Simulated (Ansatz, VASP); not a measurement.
GaN in VASP and in Ansatz

Contents of INCAR:

```
  ALGO = Normal
  EDIFF = 1E-6
  EDIFFG = -0.01
  ENCUT = 600
  GGA = RE
  IBRION = 2
  ISIF = 3
  ISMEAR = -1
  IVDW = 12
  LASPH = T
  LCHARG = F
  LREAL = F
  LWAVE = F
  NELM = 60
  NSW = 60
  PREC = Accurate
  SIGMA = 0.05
```

Contents of KPOINTS:

```
k-points
0
Gamma
  10 10 10
```

Contents of POSCAR:

```
GaN
1.0
    0.0000000000      2.2535006075      2.2535006075
    2.2535006075      0.0000000000      2.2535006075
    2.2535006075      2.2535006075      0.0000000000
Ga N
1 1
Direct
    0.0000000000      0.0000000000      0.0000000000
    0.2500000000      0.2500000000      0.2500000000
```

input.yaml

```yaml
crystal:
  lattice:
    - [0.0, 2.2535006075, 2.2535006075]
    - [2.2535006075, 0.0, 2.2535006075]
    - [2.2535006075, 2.2535006075, 0.0]
  atoms:
    - { symbol: Ga, position: [0.0, 0.0, 0.0] }
    - { symbol: "N", position: [0.25, 0.25, 0.25] }
hamiltonian:
  xc: revpbe
  pseudopotentials: { kind: paw }
  dispersion: d3bj
kpoints:
  mp_grid: { grid: [10, 10, 10] }
scf:
  occupations: { method: fermi_dirac, width: 0.05 }
output:
  forces: true
  stress: true
  write_density: true
  write_potential: true
  elf: true
  volumetric_format: npy
relax:
  f_tol: 0.01
  max_steps: 40
  cell: { stress_tol: 0.05 }
```

Alike in both runs: task relaxation of cell and atoms; functional revPBE; dispersion D3(BJ); k mesh 10 × 10 × 10; occupations fermi-dirac, width 0.05 eV; no spin polarisation.

|  | VASP | Ansatz |
| --- | --- | --- |
| version | VASP 6.6.1 | Ansatz 0.2.0 |
| potentials or method | VASP PAW PBE potentials, release 64 (Ga_d, N) | Ansatz PAW |
| plane-wave cutoff (eV) | 600 | 420 |
| valence electrons in the cell | 18 | 18 |

Ansatz gave:

| Quantity | Value |
| --- | --- |
| gap on the k mesh at the Fermi level, each at its own relaxed structure (eV) | 1.72 |
| relaxed volume (Å³/atom) | 11.48 |
| relaxed cell length with the largest relative difference (Å) | 3.191 |

What did VASP give for the same quantities?

gap on the k mesh at the Fermi level, each at its own relaxed structure (eV): 1.75; relaxed volume (Å³/atom): 11.47; relaxed cell length with the largest relative difference (Å): 3.189.

VASP's potentials were made for PBE, not for revPBE.

Noted on Ansatz's run: the plane-wave basis is chosen anew once the cell has moved, so the energies of steps on either side of that aren't comparable.
